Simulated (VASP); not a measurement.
# SrTiO3 (Pm-3m) in VASP: notebook

SrTiO3 is run at these levels: LDA; tasks: relaxation of cell and atoms, single point.

All numbers are computed with VASP 6.6.1; they aren't measurements. Logs are shortened: lines on timing, memory, paths and dates and some standing lists are left out, and cuts for length are marked.

## (1) The cell of the first run

It takes space group Pm-3m (No. 221, cubic). The conventional cell has a = 3.854 Å, b = 3.854 Å, c = 3.854 Å, α = 90.00°, β = 90.00°, γ = 90.00°. Within 3.6 Å of Sr (site symmetry m-3m) lie 12 O at 2.73 Å and 8 Ti at 3.34 Å. Ti (site symmetry m-3m) has 6 O at 1.93 Å within 2.6 Å. Within 2.6 Å of O (site symmetry 4/mmm) lie 2 Ti at 1.93 Å.

## (2) Relaxation of cell and atoms, LDA, target pressure 15 GPa, at which the enthalpy is minimised

INCAR reads:

```
SYSTEM = SrTiO3
ALGO = Normal
EDIFF = 1E-6
EDIFFG = -0.002
ENCUT = 600
IBRION = 2
ISIF = 3
ISMEAR = 0
LASPH = .TRUE.
LCHARG = .FALSE.
LREAL = .FALSE.
LWAVE = .FALSE.
NELM = 60
NSW = 100
PREC = Accurate
PSTRESS = 150.0
SIGMA = 0.01
```

KPOINTS reads:

```
k-points
0
G
  6 6 6
  0 0 0
```

POSCAR reads:

```
SrTiO3
1.0
    3.8542043545      0.0000000000      0.0000000000
    0.0000000000      3.8542043545      0.0000000000
    0.0000000000      0.0000000000      3.8542043545
Sr Ti O
1 1 3
Direct
    0.5000000000      0.5000000000      0.5000000000
    0.0000000000      0.0000000000      0.0000000000
    0.5000000000      0.0000000000      0.0000000000
    0.0000000000      0.5000000000      0.0000000000
    0.0000000000      0.0000000000      0.5000000000
```

Potentials or basis: VASP PAW LDA potentials, release 64 (Sr_sv, Ti_sv, O).

Launch:

```console
> cat potpaw_LDA.64/Sr_sv/POTCAR potpaw_LDA.64/Ti_sv/POTCAR potpaw_LDA.64/O/POTCAR > POTCAR
> mpirun -np 1 vasp_std > vasp.out
```

OUTCAR:

```text
SYSTEM = SrTiO3
   EDIFF = 1E-6
   EDIFFG = -0.002
   ENCUT = 600
   IBRION = 2
   ISIF = 3
   ISMEAR = 0
   LASPH = .TRUE.
   LREAL = .FALSE.
   NELM = 60
   NSW = 100
   PREC = Accurate
   PSTRESS = 150.0

 ion  position               nearest neighbor table
   1  0.500  0.500  0.500-   3 2.73   4 2.73   5 2.73   3 2.73   4 2.73   3 2.73   5 2.73   3 2.73
                             4 2.73   5 2.73   4 2.73   5 2.73   2 3.34   2 3.34   2 3.34   2 3.34
   2  0.000  0.000  0.000-   3 1.93   4 1.93   5 1.93   5 1.93   4 1.93   3 1.93   1 3.34   1 3.34
                             1 3.34   1 3.34   1 3.34   1 3.34   1 3.34   1 3.34
   3  0.500  0.000  0.000-   2 1.93   2 1.93   1 2.73   1 2.73   1 2.73   1 2.73
   4  0.000  0.500  0.000-   2 1.93   2 1.93   1 2.73   1 2.73   1 2.73   1 2.73
   5  0.000  0.000  0.500-   2 1.93   2 1.93   1 2.73   1 2.73   1 2.73   1 2.73

  LATTYP: Found a simple cubic cell.
 ALAT       =     3.8542043545

  Lattice vectors:

 A1 = (   3.8542043545,   0.0000000000,   0.0000000000)
 A2 = (   0.0000000000,   3.8542043545,   0.0000000000)
 A3 = (   0.0000000000,   0.0000000000,   3.8542043545)

Analysis of symmetry for initial positions (statically):
=====================================================================
 Subroutine PRICEL returns:
 Original cell was already a primitive cell.

 Routine SETGRP: Setting up the symmetry group for a
 simple cubic supercell.

 Subroutine GETGRP returns: Found 48 space group operations
 (whereof 48 operations were pure point group operations)
 out of a pool of 48 trial point group operations.

The static configuration has the point symmetry O_h .

Analysis of symmetry for dynamics (positions and initial velocities):
=====================================================================
 Subroutine PRICEL returns:
 Original cell was already a primitive cell.

 Routine SETGRP: Setting up the symmetry group for a
 simple cubic supercell.

 Subroutine GETGRP returns: Found 48 space group operations
 (whereof 48 operations were pure point group operations)
 out of a pool of 48 trial point group operations.

The dynamic configuration has the point symmetry O_h .

 Subroutine INISYM returns: Found 48 space group operations
 (whereof 48 operations are pure point group operations),
 and found     1 'primitive' translations

----------------------------------------------------------------------------------------

                                     Primitive cell

  volume of cell :      57.2538

  direct lattice vectors                    reciprocal lattice vectors
     3.854204355  0.000000000  0.000000000     0.259456922  0.000000000  0.000000000
     0.000000000  3.854204355  0.000000000     0.000000000  0.259456922  0.000000000
     0.000000000  0.000000000  3.854204355     0.000000000  0.000000000  0.259456922

  length of vectors
     3.854204355  3.854204355  3.854204355     0.259456922  0.259456922  0.259456922

  position of ions in fractional coordinates (direct lattice)
     0.500000000  0.500000000  0.500000000
     0.000000000  0.000000000  0.000000000
     0.500000000  0.000000000  0.000000000
     0.000000000  0.500000000  0.000000000
     0.000000000  0.000000000  0.500000000

  ion indices of the primitive-cell ions
   primitive index   ion index
                 1           1
                 2           2
                 3           3
                 4           4
                 5           5

----------------------------------------------------------------------------------------

 KPOINTS: k-points

Automatic generation of k-mesh.
 Grid dimensions read from file:
 generate k-points for:    6    6    6

 Generating k-lattice:

  Cartesian coordinates                     Fractional coordinates (reciprocal lattice)
     0.043242820  0.000000000  0.000000000     0.166666667  0.000000000  0.000000000
     0.000000000  0.043242820  0.000000000     0.000000000  0.166666667  0.000000000
     0.000000000  0.000000000  0.043242820     0.000000000  0.000000000  0.166666667

  Length of vectors
     0.043242820  0.043242820  0.043242820

  Shift w.r.t. Gamma in fractional coordinates (k-lattice)
     0.000000000  0.000000000  0.000000000

 Subroutine IBZKPT returns following result:
 ===========================================

 Found     20 irreducible k-points:

 Following reciprocal coordinates:
            Coordinates               Weight
  0.000000  0.000000  0.000000      1.000000
  0.166667  0.000000  0.000000      6.000000
  0.333333  0.000000  0.000000      6.000000
  0.500000  0.000000  0.000000      3.000000
  0.166667  0.166667  0.000000     12.000000
  0.333333  0.166667  0.000000     24.000000
[... 12 lines left out ...]
  0.500000  0.500000  0.333333      6.000000
  0.500000  0.500000  0.500000      1.000000
   k-points           NKPTS =     20   k-points in BZ     NKDIM =     20   number of bands    NBANDS=     24
   number of dos      NEDOS =    301   number of ions     NIONS =      5
   total plane-waves  NPLWV =  32768
   dimension x,y,z NGX =    32 NGY =   32 NGZ =   32
   dimension x,y,z NGXF=    64 NGYF=   64 NGZF=   64
   ions per type =               1   1   3
   NGX,Y,Z   is equivalent  to a cutoff of  13.80, 13.80, 13.80 a.u.
   NGXF,Y,Z  is equivalent  to a cutoff of  27.61, 27.61, 27.61 a.u.
 SYSTEM =  SrTiO3
   PREC   = accura    normal or accurate (medium, high low for compatibility)
   ISTART =      0    job   : 0-new  1-cont  2-samecut
   ICHARG =      2    charge: 1-file 2-atom 10-const
   ISPIN  =      1    spin polarized calculation?
   LNONCOLLINEAR =      F non collinear calculations
   LSORBIT =      F    spin-orbit coupling
   LASPH  =      T    aspherical Exc in radial PAW
   ENCUT  =  600.0 eV  44.10 Ry    6.64 a.u.   7.70  7.70  7.70*2*pi/ulx,y,z
   NELM   =     60;   NELMIN=  2; NELMDL= -5     # of ELM steps
   EDIFF  = 0.1E-05   stopping-criterion for ELM
   LREAL  =      F    real-space projection
   EDIFFG = -.2E-02   stopping-criterion for IOM
   NSW    =    100    number of steps for IOM
   IBRION =      2    ionic relax: 0-MD 1-quasi-New 2-CG
   NFREE  =      1    steps in history (QN), initial steepest desc. (CG)
   ISIF   =      3    stress and relaxation
   ISYM   =      2    0-nonsym 1-usesym 2-fastsym
   POTIM  = 0.5000    time-step for ionic-motion
   TEBEG  =    0.0;   TEEND  =   0.0 temperature during run
   PSTRESS=  150.0 pullay stress
   NELECT =      40.0000    total number of electrons
   NUPDOWN=      -1.0000    fix difference up-down
   EMIN   =  10.00;   EMAX   =-10.00  energy-range for DOS
   EFERMI =   0.00;   METHOD = LEGACY
   ISMEAR =     0;   SIGMA  =   0.01  broadening in eV -4-tet -1-fermi 0-gaus
   EFERMI_NEDOS =   21; number of points for ismear=-14 and -15
   IALGO  =     38    algorithm
   IMIX   =      4    mixing-type and parameters
     AMIX     =   0.40;   BMIX     =  1.00
     AMIX_MAG =   1.60;   BMIX_MAG =  1.00
  volume/ion in A,a.u.               =      11.45        77.27
  Fermi-wavevector in a.u.,A,eV,Ry     =   1.452647  2.745105 28.710787  2.110183
  Thomas-Fermi vector in A             =   2.570005
   LORBIT       =      0    0 simple, 1 ext, 2 COOP (PROOUT), +10 PAW based schemes
   GGA     = CA    functional components
   LHFCALC =     F    Hartree Fock is set to
   AEXX    =    0.0000 exact exchange contribution
   IVDW    =     0    specifies the selected vdW correction
   LEPSILON=     F    determine dielectric tensor
   LRPA    =     F    only Hartree local field effects (RPA)
 conjugate gradient relaxation of ions
 non-spin polarized calculation
 Gauss-broadening in eV      SIGMA  =   0.01
  energy-cutoff  :      600.00
  volume of cell :       57.25
 maximum number of plane-waves:      1936
 NGX is ok and might be reduce to    32
   NGX = 15   NGY = 15   NGZ = 15

--------------------------------------- Ionic step        1  -------------------------------------------

 number of electron      39.9999999 magnetization

 Free energy of the ion-electron system (eV)
  ---------------------------------------------------
  ext. energy  EPLUGINS =         0.00000000
  ---------------------------------------------------
  free energy    TOTEN  =       -44.18277138 eV

  energy without entropy =      -44.18277138  energy(sigma->0) =      -44.18277138

------------------------ aborting loop because EDIFF is reached ----------------------------------------

  FORCE on cell =-STRESS in cart. coord.  units (eV):
  Direction    XX          YY          ZZ          XY          YZ          ZX
  --------------------------------------------------------------------------------------
  -------------------------------------------------------------------------------------
  Total        0.3037542      0.3037542      0.3037542      0.0000000      0.0000000      0.0000000
  in kB        8.5001898      8.5001898      8.5001898      0.0000000      0.0000000      0.0000000
  external PRESSURE =    -141.4998102 kB  Pullay stress =     150.0000000 kB

 VOLUME and BASIS-vectors are now :
 -----------------------------------------------------------------------------
  energy-cutoff  :      600.00
  volume of cell :       57.25
      direct lattice vectors                 reciprocal lattice vectors
     3.854204355  0.000000000  0.000000000     0.259456922  0.000000000  0.000000000
     0.000000000  3.854204355  0.000000000     0.000000000  0.259456922  0.000000000
     0.000000000  0.000000000  3.854204355     0.000000000  0.000000000  0.259456922
[... 216 lines left out ...]
  FREE ENERGIE OF THE ION-ELECTRON SYSTEM (eV)
  ---------------------------------------------------
  free  energy   TOTEN  =       -44.0299537952 eV

  energy  without entropy=      -44.0299537952  energy(sigma->0) =      -44.02995380

  enthalpy is  TOTEN    =       -38.9782974830 eV   P V=        5.0516563123

--------------------------------------- Ionic step        7  -------------------------------------------

 number of electron      40.0000022 magnetization

 Free energy of the ion-electron system (eV)
  ---------------------------------------------------
  ext. energy  EPLUGINS =         0.00000000
  ---------------------------------------------------
  free energy    TOTEN  =       -44.02374432 eV

  energy without entropy =      -44.02374432  energy(sigma->0) =      -44.02374432

 E-fermi :   4.9500     XC(G=0): -12.3212

 val. band max:        4.7466754447   @ k =   0.5000   0.5000   0.5000
 cond. band min:       6.6564377534   @ k =   0.0000   0.0000   0.0000
 fundamental gap:      1.9097623087
 Fermi energy:         4.9499850997

 k-point     1 :       0.0000    0.0000    0.0000
  band No.  band energies     occupation
      1     -50.5736      2.00000
      2     -27.4730      2.00000
      3     -27.3047      2.00000
      4     -27.3047      2.00000
      5     -27.3047      2.00000
      6     -12.7495      2.00000
[... 16 lines left out ...]
     23       6.6564      0.00000
     24       9.7019      0.00000
[... 533 lines left out ...]
 POSITION                                       TOTAL-FORCE (eV/Angst)
 -----------------------------------------------------------------------------------
      1.88860      1.88860      1.88860        -0.000000     -0.000000      0.000000
      0.00000     -0.00000      3.77721         0.000000      0.000000      0.000000
      1.88860     -0.00000      3.77721         0.000000      0.000000      0.000000
      0.00000      1.88860      3.77721         0.000000      0.000000      0.000000
      0.00000     -0.00000      1.88860         0.000000     -0.000000      0.000000
 -----------------------------------------------------------------------------------
    total drift:                                0.000000      0.000000      0.000000

  FREE ENERGIE OF THE ION-ELECTRON SYSTEM (eV)
  ---------------------------------------------------
  free  energy   TOTEN  =       -44.0237443161 eV

  energy  without entropy=      -44.0237443161  energy(sigma->0) =      -44.02374432

  enthalpy is  TOTEN    =       -38.9783646880 eV   P V=        5.0453796281

 reached required accuracy - stopping structural energy minimisation
```

Wall time 50 s (1 thread of Intel Xeon 6975P-C (Granite Rapids), shared host); peak memory 0.19 GiB.

What came out:

* Free energy: -44.0237 eV
* Relaxed volume: 10.78 Å³/atom
* Relaxed cell: a = 3.777 Å, b = 3.777 Å, c = 3.777 Å, α = 90.00°, β = 90.00°, γ = 90.00°
* Space group after relaxing (to 0.05 Å): Pm-3m (No. 221)
* Energy change on relaxing (the enthalpy is what falls): +31.8 meV/atom
* Ionic steps: 7
* Pressure after relaxing: 15.0 GPa
* Band gap on the k mesh: 1.91 eV, indirect (least direct gap 2.19 eV)

Step by step:
| step | energy change (eV) | largest force (eV/Å) | pressure (GPa) | volume (Å³) |
| --- | --- | --- | --- | --- |
| 1 | 0.0000 | 0.0000 | 0.85 | 57.25 |
| 2 | 0.9699 | 0.0000 | 43.45 | 49.28 |
| 3 | 0.1519 | 0.0000 | 14.65 | 53.97 |
| 4 | 0.1579 | 0.0000 | 14.94 | 53.90 |
| 5 | 0.1641 | 0.0000 | 15.26 | 53.84 |
| 6 | 0.1528 | 0.0000 | 14.67 | 53.96 |
| 7 | 0.1590 | 0.0000 | 15.00 | 53.89 |

Final structure:
```
Sr Ti O
1.0
     3.77721    0.00000    0.00000
     0.00000    3.77721    0.00000
     0.00000    0.00000    3.77721
Sr Ti O
1 1 3
Cartesian
  1.8886 1.8886 1.8886
  0.0000 0.0000 3.7772
  1.8886 0.0000 3.7772
  0.0000 1.8886 3.7772
  0.0000 0.0000 1.8886
```

Levels at points of the mesh, in eV from the valence-band top:
| k point | band 17 | band 18 | band 19 | band 20 | band 21 | band 22 | band 23 | band 24 |
| --- | --- | --- | --- | --- | --- | --- | --- | --- |
| (0.00, 0.00, 0.00) | -1.37 | -0.28 | -0.28 | -0.28 | 1.91 | 1.91 | 1.91 | 4.96 |
| (0.50, 0.00, 0.00) | -2.66 | -2.39 | -0.70 | -0.70 | 2.14 | 4.27 | 4.27 | 5.13 |
| (0.50, 0.50, 0.00) | -1.68 | -1.68 | -1.63 | -0.11 | 4.28 | 4.28 | 4.76 | 6.26 |
| (0.50, 0.50, 0.50) | -4.05 | 0.00 | 0.00 | 0.00 | 5.09 | 5.09 | 5.09 | 7.25 |

Caveat: the cell is relaxed towards a set pressure, so the enthalpy falls and the energy may rise. Expect the measured gap to be larger: semilocal functionals such as LDA lack the derivative discontinuity.

## (3) Relaxation of cell and atoms, LDA

This run uses another cell than the first one, of 11.91 Å³/atom, 1.040 times its volume.

INCAR reads:

```
SYSTEM = SrTiO3
PREC = Accurate
ENCUT = 600
EDIFF = 1E-6
ISMEAR = -1
SIGMA = 0.05
LREAL = .False.
LASPH = .True.
NELM = 80
ALGO = Normal
ISIF = 3
LWAVE = .False.
LCHARG = .False.
IBRION = 2
NSW = 100
EDIFFG = -0.002
```

KPOINTS reads:

```
Automatic mesh
0
Gamma
  8 8 8
  0 0 0
```

Edit POSCAR of step 2 so:

```diff
@@ -2,5 +2,5 @@
 1.0
-    3.8542043545      0.0000000000      0.0000000000
-    0.0000000000      3.8542043545      0.0000000000
-    0.0000000000      0.0000000000      3.8542043545
+    3.9052800000      0.0000000000      0.0000000000
+    0.0000000000      3.9052800000      0.0000000000
+    0.0000000000      0.0000000000      3.9052800000
 Sr Ti O
```

Potentials or basis: VASP PAW LDA potentials, release 64 (Sr_sv, Ti_sv, O).

Launch:

```console
> cat potpaw_LDA.64/Sr_sv/POTCAR potpaw_LDA.64/Ti_sv/POTCAR potpaw_LDA.64/O/POTCAR > POTCAR
> mpirun -np 1 vasp_std > vasp.out
```

Run time: 53 s. Hardware: 1 thread of Intel Xeon 6975P-C (Granite Rapids), shared host; peak memory 0.21 GiB.

The run converged. Its results:

```
Free energy                            : -44.1898 eV
Relaxed volume                         : 11.50 Å³/atom
Relaxed cell                           : a = 3.859 Å, b = 3.859 Å, c = 3.859 Å, α = 90.00°, β = 90.00°, γ = 90.00°
Space group after relaxing (to 0.05 Å) : Pm-3m (No. 221)
Energy gained by relaxing              : 8.7 meV/atom
Ionic steps                            : 4
Pressure after relaxing                : 0.0 GPa
Band gap on the k mesh                 : 1.81 eV, indirect (least direct gap 2.15 eV)
```

The path:
| step | energy change (eV) | largest force (eV/Å) | pressure (GPa) | volume (Å³) |
| --- | --- | --- | --- | --- |
| 1 | 0.0000 | 0.0000 | -6.66 | 59.56 |
| 2 | 0.0079 | 0.0000 | 8.11 | 55.39 |
| 3 | -0.0435 | 0.0000 | -0.06 | 57.52 |
| 4 | -0.0435 | 0.0000 | 0.00 | 57.48 |

Final structure:
```xyz
5
Lattice="3.8592 0.0000 0.0000 0.0000 3.8592 0.0000 0.0000 0.0000 3.8592" Properties=species:S:1:pos:R:3 pbc="T T T"
Sr    1.9296    1.9296    1.9296
Ti    0.0000    0.0000    0.0000
O     1.9296    0.0000    0.0000
O     0.0000    1.9296    0.0000
O     0.0000    0.0000    1.9296
```

Levels at points of the mesh, in eV from the valence-band top:
| k point | band 16 | band 17 | band 18 | band 19 | band 20 | band 21 | band 22 | band 23 | band 24 |
| --- | --- | --- | --- | --- | --- | --- | --- | --- | --- |
| (0.00, 0.00, 0.00) | -1.25 | -1.25 | -0.34 | -0.34 | -0.34 | 1.81 | 1.81 | 1.81 | 4.58 |
| (0.50, 0.00, 0.00) | -2.49 | -2.49 | -2.16 | -0.73 | -0.73 | 2.01 | 3.92 | 3.92 | 4.62 |
| (0.50, 0.50, 0.00) | -3.06 | -1.71 | -1.62 | -1.62 | -0.10 | 3.93 | 3.93 | 4.39 | 5.64 |
| (0.50, 0.50, 0.50) | -3.88 | -3.88 | 0.00 | 0.00 | 0.00 | 4.66 | 4.66 | 4.66 | 6.99 |

A k mesh can miss the band edges. Zero-point motion and thermal expansion aren't in these numbers.

(Part 1 of 2 ends here.)
